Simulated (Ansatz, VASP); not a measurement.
CoSi: VASP and Ansatz over several settings

```
Co Si
1.0
     4.43800    0.00000    0.00000
     0.00000    4.43800    0.00000
     0.00000    0.00000    4.43800
Co Si
4 4
Direct
  0.86000 0.64000 0.36000
  0.64000 0.36000 0.86000
  0.36000 0.86000 0.64000
  0.14000 0.14000 0.14000
  0.15700 0.34300 0.65700
  0.34300 0.65700 0.15700
  0.65700 0.15700 0.34300
  0.84300 0.84300 0.84300
```

Single points on this cell with VASP 6.6.1 and Ansatz 0.2.0. Each row is one pair of runs. Alike in all rows: spin: collinear, ferromagnetic start; k mesh: 5 × 5 × 5; smearing: fermi-dirac, width 0.05 eV; VASP's potentials, cutoff: VASP PAW PBE potentials, release 64 (Co, Si), 520 eV; Ansatz's potentials, cutoff: Ansatz PAW, 500 eV.

| level | gap on the k mesh at the Fermi level (eV), VASP | gap on the k mesh at the Fermi level (eV), Ansatz | pressure (GPa), VASP | pressure (GPa), Ansatz | rms of the force components (eV/Å), VASP | rms of the force components (eV/Å), Ansatz |
| --- | --- | --- | --- | --- | --- | --- |
| r2SCAN+U (Co d U = 2 eV) | none | none | -0.9 | 0.7 | 0.042 | 0.058 |
| r2SCAN+U (Co d U = 3 eV) | none | none | -0.6 | 2.5 | 0.054 | 0.083 |
| r2SCAN+U (Co d U = 4 eV) | none | none | 0.1 | 4.2 | 0.068 | 0.117 |
| r2SCAN+U (Co d U = 5 eV) | none | none | 1.7 | 7.1 | 0.094 | 0.167 |
| r2SCAN+U (Co d U = 6 eV) | none | none | 4.7 | 11.5 | 0.144 | 0.238 |

Pressure (GPa): the two programs differ by at most 6.77; rms of the force components (eV/Å): the two programs differ by at most 0.094.

VASP's potentials hold 52 valence electrons a cell and Ansatz's 84, so a difference there can come from the potentials and not from the codes.

A gap of «none» marks a metal or a gap that the smearing closes.

Noted on Ansatz's runs: the magnetic or orbital state may not be the lowest.
